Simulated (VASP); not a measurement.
# ScAl3 (Pm-3m) in VASP: a series of runs

The runs below take ScAl3 through single point, relaxation of cell and atoms, with PBE.

Everything below comes from runs of VASP 6.6.1. Logs are shortened: lines on timing, memory, paths and dates and some standing lists are left out, and cuts for length are marked.

## Step 1: The cell of the first run

The structure is cubic, space group Pm-3m (No. 221). Conventional cell: a = 4.108 Å, b = 4.108 Å, c = 4.108 Å, α = 90.00°, β = 90.00°, γ = 90.00°. Within 3.8 Å of Sc (site symmetry m-3m) lie 12 Al at 2.90 Å. Al (site symmetry 4/mmm) has 4 Sc at 2.90 Å and 8 Al at 2.90 Å within 3.8 Å.

## Step 2: Single point, PBE

The input, INCAR:

```
SYSTEM = ScAl3
PREC     = Accurate       ! precision mode
ENCUT    = 520            ! plane-wave cutoff, eV
EDIFF    = 1E-6           ! SCF threshold, eV
ISMEAR   = -1             ! smearing method
SIGMA    = 0.15           ! smearing width, eV
LREAL    = .False.        ! projectors in reciprocal space
LASPH    = .True.         ! aspherical terms in the spheres
NELM     = 100            ! most SCF steps
ALGO     = Normal         ! electronic algorithm
ISIF     = 2              ! what is computed and relaxed
LWAVE    = .False.        ! write WAVECAR
LCHARG   = .False.        ! write CHGCAR
GGA      = PE             ! functional
NBANDS   = 18             ! bands
```

The input, KPOINTS:

```
Automatic mesh
0
Gamma
  12 12 12
  0 0 0
```

The input, POSCAR:

```
ScAl3
1.0
    4.1080511666      0.0000000000      0.0000000000
    0.0000000000      4.1080511666      0.0000000000
    0.0000000000      0.0000000000      4.1080511666
Sc Al
1 3
Direct
    0.0000000000      0.0000000000      0.0000000000
    0.5000000000      0.0000000000      0.5000000000
    0.0000000000      0.5000000000      0.5000000000
    0.5000000000      0.5000000000      0.0000000000
```

Potentials or basis: VASP PAW PBE potentials, release 64 (Sc_sv, Al).

On the command line:

```bash
cat potpaw_PBE.64/Sc_sv/POTCAR potpaw_PBE.64/Al/POTCAR > POTCAR
mpirun -np 1 vasp_std > vasp.out
```

OUTCAR:

```text
SYSTEM = ScAl3
   PREC = Accurate
   ENCUT = 520
   EDIFF = 1E-6
   ISMEAR = -1
   LREAL = .False.
   LASPH = .True.
   NELM = 100
   ISIF = 2
   GGA = PE

 ion  position               nearest neighbor table
   1  0.000  0.000  0.000-   2 2.90   3 2.90   4 2.90   2 2.90   3 2.90   3 2.90   4 2.90   3 2.90
                             2 2.90   4 2.90   2 2.90   4 2.90
   2  0.500  0.000  0.500-   1 2.90   3 2.90   4 2.90   1 2.90   4 2.90   3 2.90   4 2.90   4 2.90
                             1 2.90   3 2.90   1 2.90   3 2.90
   3  0.000  0.500  0.500-   1 2.90   2 2.90   4 2.90   1 2.90   4 2.90   1 2.90   2 2.90   1 2.90
                             2 2.90   4 2.90   4 2.90   2 2.90
   4  0.500  0.500  0.000-   1 2.90   2 2.90   3 2.90   2 2.90   3 2.90   1 2.90   2 2.90   2 2.90
                             1 2.90   3 2.90   3 2.90   1 2.90

  LATTYP: Found a simple cubic cell.
 ALAT       =     4.1080511666

  Lattice vectors:

 A1 = (   4.1080511666,   0.0000000000,   0.0000000000)
 A2 = (   0.0000000000,   4.1080511666,   0.0000000000)
 A3 = (   0.0000000000,   0.0000000000,   4.1080511666)

Analysis of symmetry for initial positions (statically):
=====================================================================
 Subroutine PRICEL returns:
 Original cell was already a primitive cell.

 Routine SETGRP: Setting up the symmetry group for a
 simple cubic supercell.

 Subroutine GETGRP returns: Found 48 space group operations
 (whereof 48 operations were pure point group operations)
 out of a pool of 48 trial point group operations.

The static configuration has the point symmetry O_h .

Analysis of symmetry for dynamics (positions and initial velocities):
=====================================================================
 Subroutine PRICEL returns:
 Original cell was already a primitive cell.

 Routine SETGRP: Setting up the symmetry group for a
 simple cubic supercell.

 Subroutine GETGRP returns: Found 48 space group operations
 (whereof 48 operations were pure point group operations)
 out of a pool of 48 trial point group operations.

The dynamic configuration has the point symmetry O_h .

 Subroutine INISYM returns: Found 48 space group operations
 (whereof 48 operations are pure point group operations),
 and found     1 'primitive' translations

----------------------------------------------------------------------------------------

                                     Primitive cell

  volume of cell :      69.3278

  direct lattice vectors                    reciprocal lattice vectors
     4.108051167  0.000000000  0.000000000     0.243424427  0.000000000  0.000000000
     0.000000000  4.108051167  0.000000000     0.000000000  0.243424427  0.000000000
     0.000000000  0.000000000  4.108051167     0.000000000  0.000000000  0.243424427

  length of vectors
     4.108051167  4.108051167  4.108051167     0.243424427  0.243424427  0.243424427

  position of ions in fractional coordinates (direct lattice)
     0.000000000  0.000000000  0.000000000
     0.500000000  0.000000000  0.500000000
     0.000000000  0.500000000  0.500000000
     0.500000000  0.500000000  0.000000000

  ion indices of the primitive-cell ions
   primitive index   ion index
                 1           1
                 2           2
                 3           3
                 4           4

----------------------------------------------------------------------------------------

 KPOINTS: Automatic mesh

Automatic generation of k-mesh.
 Grid dimensions read from file:
 generate k-points for:   12   12   12

 Generating k-lattice:

  Cartesian coordinates                     Fractional coordinates (reciprocal lattice)
     0.020285369  0.000000000  0.000000000     0.083333333  0.000000000  0.000000000
     0.000000000  0.020285369  0.000000000     0.000000000  0.083333333  0.000000000
     0.000000000  0.000000000  0.020285369     0.000000000  0.000000000  0.083333333

  Length of vectors
     0.020285369  0.020285369  0.020285369

  Shift w.r.t. Gamma in fractional coordinates (k-lattice)
     0.000000000  0.000000000  0.000000000

 Subroutine IBZKPT returns following result:
 ===========================================

 Found     84 irreducible k-points:

 Following reciprocal coordinates:
            Coordinates               Weight
  0.000000  0.000000  0.000000      1.000000
  0.083333  0.000000  0.000000      6.000000
  0.166667  0.000000  0.000000      6.000000
  0.250000  0.000000  0.000000      6.000000
  0.333333  0.000000  0.000000      6.000000
  0.416667  0.000000  0.000000      6.000000
[... 16 lines left out ...]
  0.333333  0.333333  0.000000     12.000000
  0.416667  0.333333  0.000000     24.000000
 [... further k-points ...]
   k-points           NKPTS =     84   k-points in BZ     NKDIM =     84   number of bands    NBANDS=     18
   number of dos      NEDOS =    301   number of ions     NIONS =      4
   total plane-waves  NPLWV =  32768
   dimension x,y,z NGX =    32 NGY =   32 NGZ =   32
   dimension x,y,z NGXF=    64 NGYF=   64 NGZF=   64
   ions per type =               1   3
   NGX,Y,Z   is equivalent  to a cutoff of  12.95, 12.95, 12.95 a.u.
   NGXF,Y,Z  is equivalent  to a cutoff of  25.90, 25.90, 25.90 a.u.
 SYSTEM =  ScAl3
   PREC   = accura    normal or accurate (medium, high low for compatibility)
   ISTART =      0    job   : 0-new  1-cont  2-samecut
   ICHARG =      2    charge: 1-file 2-atom 10-const
   ISPIN  =      1    spin polarized calculation?
   LNONCOLLINEAR =      F non collinear calculations
   LSORBIT =      F    spin-orbit coupling
   LASPH  =      T    aspherical Exc in radial PAW
   ENCUT  =  520.0 eV  38.22 Ry    6.18 a.u.   7.64  7.64  7.64*2*pi/ulx,y,z
   NELM   =    100;   NELMIN=  2; NELMDL= -5     # of ELM steps
   EDIFF  = 0.1E-05   stopping-criterion for ELM
   LREAL  =      F    real-space projection
   EDIFFG = 0.1E-04   stopping-criterion for IOM
   NSW    =      0    number of steps for IOM
   IBRION =     -1    ionic relax: 0-MD 1-quasi-New 2-CG
   NFREE  =      0    steps in history (QN), initial steepest desc. (CG)
   ISIF   =      2    stress and relaxation
   ISYM   =      2    0-nonsym 1-usesym 2-fastsym
   POTIM  = 0.5000    time-step for ionic-motion
   TEBEG  =    0.0;   TEEND  =   0.0 temperature during run
   PSTRESS=    0.0 pullay stress
   NELECT =      20.0000    total number of electrons
   NUPDOWN=      -1.0000    fix difference up-down
   EMIN   =  10.00;   EMAX   =-10.00  energy-range for DOS
   EFERMI =   0.00;   METHOD = LEGACY
   ISMEAR =    -1;   SIGMA  =   0.15  broadening in eV -4-tet -1-fermi 0-gaus
   EFERMI_NEDOS =   21; number of points for ismear=-14 and -15
   IALGO  =     38    algorithm
   IMIX   =      4    mixing-type and parameters
     AMIX     =   0.40;   BMIX     =  1.00
     AMIX_MAG =   1.60;   BMIX_MAG =  1.00
  volume/ion in A,a.u.               =      17.33       116.96
  Fermi-wavevector in a.u.,A,eV,Ry     =   1.081722  2.044158 15.920482  1.170122
  Thomas-Fermi vector in A             =   2.217746
   LORBIT       =      0    0 simple, 1 ext, 2 COOP (PROOUT), +10 PAW based schemes
   GGA     = PE    functional components
   LHFCALC =     F    Hartree Fock is set to
   AEXX    =    0.0000 exact exchange contribution
   IVDW    =     0    specifies the selected vdW correction
   LEPSILON=     F    determine dielectric tensor
   LRPA    =     F    only Hartree local field effects (RPA)
 non-spin polarized calculation
  energy-cutoff  :      520.00
  volume of cell :       69.33
 maximum number of plane-waves:      1890
 NGX is ok and might be reduce to    32
   NGX = 15   NGY = 15   NGZ = 15

 number of electron      19.9999996 magnetization

 Free energy of the ion-electron system (eV)
  ---------------------------------------------------
  ext. energy  EPLUGINS =         0.00000000
  ---------------------------------------------------
  free energy    TOTEN  =       -19.34912305 eV

  energy without entropy =      -19.24772170  energy(sigma->0) =      -19.29842238

 E-fermi :   7.1445     XC(G=0): -10.3595

 val. band max:        7.1293945274   @ k =   0.2500   0.0833   0.0000
 cond. band min:       7.1678315209   @ k =   0.3333   0.2500   0.0000
 fundamental gap:      0.0384369935
 Fermi energy:         7.1445130313

 k-point     1 :       0.0000    0.0000    0.0000
  band No.  band energies     occupation
      1     -41.8882      2.00000
      2     -20.5859      2.00000
      3     -20.5859      2.00000
      4     -20.5859      2.00000
      5      -2.8120      2.00000
      6       4.5349      2.00000
[... 10 lines left out ...]
     17      12.3670      0.00000
     18      12.3670      0.00000

 k-point     2 :       0.0833    0.0000    0.0000
  band No.  band energies     occupation
      1     -41.8881      2.00000
      2     -20.5880      2.00000
      3     -20.5858      2.00000
      4     -20.5858      2.00000
      5      -2.7486      2.00000
      6       3.9396      2.00000
[... 10 lines left out ...]
     17      12.4222      0.00000
     18      12.4224      0.00000

 k-point     3 :       0.1667    0.0000    0.0000
  band No.  band energies     occupation
      1     -41.8879      2.00000
      2     -20.5935      2.00000
      3     -20.5854      2.00000
      4     -20.5854      2.00000
      5      -2.5599      2.00000
      6       2.9999      2.00000
[... 10 lines left out ...]
     17      12.4069      0.00000
     18      12.4069      0.00000

 k-point     4 :       0.2500    0.0000    0.0000
  band No.  band energies     occupation
      1     -41.8876      2.00000
      2     -20.6010      2.00000
      3     -20.5848      2.00000
      4     -20.5848      2.00000
      5      -2.2500      2.00000
      6       2.0386      2.00000
[... 375 lines left out ...]
      4     -20.5824      2.00000
      5      -0.5100      2.00000
      6       0.4197      2.00000
[... 10 lines left out ...]
     17      12.2743      0.00000
     18      12.3173      0.00000

 k-point    23 :       0.3333    0.3333    0.0000
  band No.  band energies     occupation
      1     -41.8864      2.00000
      2     -20.6061      2.00000
      3     -20.6054      2.00000
      4     -20.5824      2.00000
      5      -0.9191      2.00000
      6       1.9114      2.00000
[... 10 lines left out ...]
     17      11.3801      0.00000
     18      13.2974      0.00000

 k-point    24 :       0.4167    0.3333    0.0000
  band No.  band energies     occupation
      1     -41.8862      2.00000
      2     -20.6110      2.00000
      3     -20.6051      2.00000
      4     -20.5820      2.00000
      5      -0.4681      2.00000
      6       1.2139      2.00000
[... 10 lines left out ...]
     17      11.4747      0.00000
     18      12.9897      0.00000

 [... further k-points ...]

------------------------ aborting loop because EDIFF is reached ----------------------------------------

  FORCE on cell =-STRESS in cart. coord.  units (eV):
  Direction    XX          YY          ZZ          XY          YZ          ZX
  --------------------------------------------------------------------------------------
  -------------------------------------------------------------------------------------
  Total        0.0049007      0.0049007      0.0049007      0.0000000      0.0000000      0.0000000
  in kB        0.1132555      0.1132555      0.1132555      0.0000000      0.0000000      0.0000000
  external PRESSURE =       0.1132555 kB  Pullay stress =       0.0000000 kB

 VOLUME and BASIS-vectors are now :
 -----------------------------------------------------------------------------
  energy-cutoff  :      520.00
  volume of cell :       69.33
      direct lattice vectors                 reciprocal lattice vectors
     4.108051167  0.000000000  0.000000000     0.243424427  0.000000000  0.000000000
     0.000000000  4.108051167  0.000000000     0.000000000  0.243424427  0.000000000
     0.000000000  0.000000000  4.108051167     0.000000000  0.000000000  0.243424427

 POSITION                                       TOTAL-FORCE (eV/Angst)
 -----------------------------------------------------------------------------------
      0.00000      0.00000      0.00000         0.000000      0.000000      0.000000
      2.05403      0.00000      2.05403         0.000000      0.000000      0.000000
      0.00000      2.05403      2.05403         0.000000      0.000000      0.000000
      2.05403      2.05403      0.00000         0.000000      0.000000      0.000000
 -----------------------------------------------------------------------------------
    total drift:                                0.000000      0.000000      0.000000

  FREE ENERGIE OF THE ION-ELECTRON SYSTEM (eV)
  ---------------------------------------------------
  free  energy   TOTEN  =       -19.3491230523 eV

  energy  without entropy=      -19.2477216983  energy(sigma->0) =      -19.29842238
```

It took 68 s on 1 thread of Intel Xeon Platinum 8259CL at 2.50GHz (Skylake/Cascade Lake), shared host; peak memory 0.24 GiB.

What came out:

- Free energy: -19.3491 eV
- Pressure: 0.0 GPa
- Band gap on the k mesh: zero (bands 10 and 11 overlap by 3.86 eV)

Levels at points of the mesh, in eV from the Fermi level:
```
           k point  band 6  band 7  band 8  band 9  band 10  band 11  band 12  band 13  band 14  band 15
(0.00, 0.00, 0.00)   -2.61   -2.61   -1.81   -1.81    -1.81     1.27     1.29     1.29     1.29     4.65
(0.50, 0.00, 0.00)   -7.28   -1.70   -1.70   -1.45     0.78     0.98     0.98     1.36     1.62     2.14
(0.50, 0.50, 0.00)   -5.62   -5.62   -4.33   -0.53    -0.53     1.20     1.36     2.05     2.46     3.38
(0.50, 0.50, 0.50)   -4.78   -4.78   -4.42   -2.95    -2.95    -2.95     0.92     2.57     2.57     3.96
```

## Step 3: Relaxation of cell and atoms, PBE

The input, INCAR:

```
SYSTEM = ScAl3
ALGO = Normal ; EDIFF = 1E-7
EDIFFG = -0.001 ; ENCUT = 600
GGA = PE ; IBRION = 2
ISIF = 3 ; ISMEAR = -1
LASPH = .TRUE. ; LCHARG = .FALSE.
LREAL = .FALSE. ; LWAVE = .FALSE.
NELM = 100 ; NSW = 80
PREC = Accurate ; SIGMA = 0.15
```

The input, KPOINTS:

```
k-points
0
G
  12 12 12
  0 0 0
```

The input, POSCAR:

```
ScAl3
1.0
    4.1053305952      0.0000000000      0.0000000000
    0.0000000000      4.1053305952      0.0000000000
    0.0000000000      0.0000000000      4.1053305952
Sc Al
1 3
Direct
    0.0000000000      0.0000000000      0.0000000000
    0.5000000000      0.0000000000      0.5000000000
    0.0000000000      0.5000000000      0.5000000000
    0.5000000000      0.5000000000      0.0000000000
```

Potentials or basis: VASP PAW PBE potentials, release 64 (Sc_sv, Al).

On the command line:

```bash
cat potpaw_PBE.64/Sc_sv/POTCAR potpaw_PBE.64/Al/POTCAR > POTCAR
mpirun -np 1 vasp_std > vasp.out
```

It took 2.5 min on 1 thread of Intel Xeon Platinum 8259CL at 2.50GHz (Skylake/Cascade Lake), shared host; peak memory 0.28 GiB.

It converged, with:

```yaml
Free_energy: -19.3498 eV
Relaxed_volume: 17.34 Å³/atom
Relaxed_cell: a = 4.109 Å, b = 4.109 Å, c = 4.109 Å, α = 90.00°, β = 90.00°, γ = 90.00°
Space_group_after_relaxing_to_0.1_Å: Pm-3m (No. 221)
Energy_gained_by_relaxing: 0.0 meV/atom
Ionic_steps: 3
Pressure_after_relaxing: 0.0 GPa
Band_gap_on_the_k_mesh: zero (bands 10 and 11 overlap by 3.86 eV)
```

The path:
| step | energy change (eV) | largest force (eV/Å) | pressure (GPa) | volume (Å³) |
| --- | --- | --- | --- | --- |
| 1 | 0.0000 | 0.0000 | 0.22 | 69.19 |
| 2 | -0.0001 | 0.0000 | -0.08 | 69.43 |
| 3 | -0.0001 | 0.0000 | 0.00 | 69.36 |

Final structure:
```yaml
crystal:
  lattice:
    - [4.10870, 0.00000, 0.00000]
    - [0.00000, 4.10870, 0.00000]
    - [0.00000, 0.00000, 4.10870]
  atoms:
    - { symbol: Sc, position: [0.00000, 0.00000, 0.00000] }
    - { symbol: Al, position: [0.50000, 0.00000, 0.50000] }
    - { symbol: Al, position: [0.00000, 0.50000, 0.50000] }
    - { symbol: Al, position: [0.50000, 0.50000, 0.00000] }
```

Levels at points of the mesh, in eV from the Fermi level:
| k point | band 7 | band 8 | band 9 | band 10 | band 11 | band 12 | band 13 | band 14 |
| --- | --- | --- | --- | --- | --- | --- | --- | --- |
| (0.00, 0.00, 0.00) | -2.61 | -1.81 | -1.81 | -1.81 | 1.27 | 1.29 | 1.29 | 1.29 |
| (0.50, 0.00, 0.00) | -1.70 | -1.70 | -1.45 | 0.78 | 0.98 | 0.98 | 1.36 | 1.62 |
| (0.50, 0.50, 0.00) | -5.61 | -4.33 | -0.53 | -0.53 | 1.20 | 1.36 | 2.05 | 2.46 |
| (0.50, 0.50, 0.50) | -4.78 | -4.42 | -2.95 | -2.95 | -2.95 | 0.92 | 2.57 | 2.57 |
